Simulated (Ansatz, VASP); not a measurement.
**Re: VASP beside Ansatz**

File INCAR:

```
SYSTEM = Re
ALGO = Normal ; EDIFF = 1E-6
ENCUT = 520 ; GGA = PE
ISIF = 2 ; ISMEAR = -1
LASPH = .TRUE. ; LCHARG = .FALSE.
LREAL = .FALSE. ; LWAVE = .FALSE.
NBANDS = 22 ; NELM = 80
PREC = Accurate ; SIGMA = 0.01
```

The input KPOINTS:

```
k-points
0
G
  10 10 3
  0 0 0
```

The input POSCAR:

```
Re
1.0
    2.8027910037      0.0000000000      0.0000000000
   -1.4013960084      2.4272887996      0.0000000000
    0.0000000000      0.0000000000      9.0564748710
Re
4
Direct
    0.0000000000      0.0000000000      0.0000000000
    0.3333333333      0.6666666667      0.2500000000
    0.0000000000      0.0000000000      0.5000000000
    0.6666666667      0.3333333333      0.7500000000
```

Input for Ansatz:

```yaml
crystal:
  lattice:
    - [2.8027910036558885, 0.0, 0.0]
    - [-1.4013960084076462, 2.4272887996150354, 0.0]
    - [0.0, 0.0, 9.056474871040972]
  atoms:
    - { symbol: Re, position: [0.0, 0.0, 0.0] }
    - { symbol: Re, position: [0.3333333333333333, 0.6666666666666666, 0.25] }
    - { symbol: Re, position: [0.0, 0.0, 0.5] }
    - { symbol: Re, position: [0.6666666666666666, 0.3333333333333333, 0.75] }
basis:
  ecutwfc: 639.467576780718
kpoints:
  mp_grid:
    grid: [10, 10, 3]
hamiltonian:
  xc: pbe
  pseudopotentials:
    kind: paw
scf:
  convergence:
    dr2_threshold: 1.0e-06
  occupations:
    method: fermi_dirac
    width: 0.01
output:
  stress: true
```

Alike in both runs: task single point; functional PBE; k mesh 10 × 10 × 3; occupations fermi-dirac, width 0.01 eV; no spin polarisation.

|  | VASP | Ansatz |
| --- | --- | --- |
| version | VASP 6.6.1 | Ansatz 0.2.0 |
| potentials or method | VASP PAW PBE potentials, release 64 (Re), cutoff 520 eV | plane waves, PAW |
| valence electrons in the cell | 28 | 60 |

VASP gave:

- pressure (GPa): -11.2
- traceless stress, the component that is largest in VASP (GPa): -0.61

Task: Which values does Ansatz return?

Result: Pressure (GPa): -10.5; traceless stress, the component that is largest in VASP (GPa): -0.60.

The functional is the same, so the differences come from potentials, cutoffs and numerics. VASP's potentials hold 28 valence electrons a cell and Ansatz's 60, so a difference there can come from the potentials and not from the codes. Ansatz's warnings: stress scf threshold loose.

Neither program's run includes spin-orbit coupling.
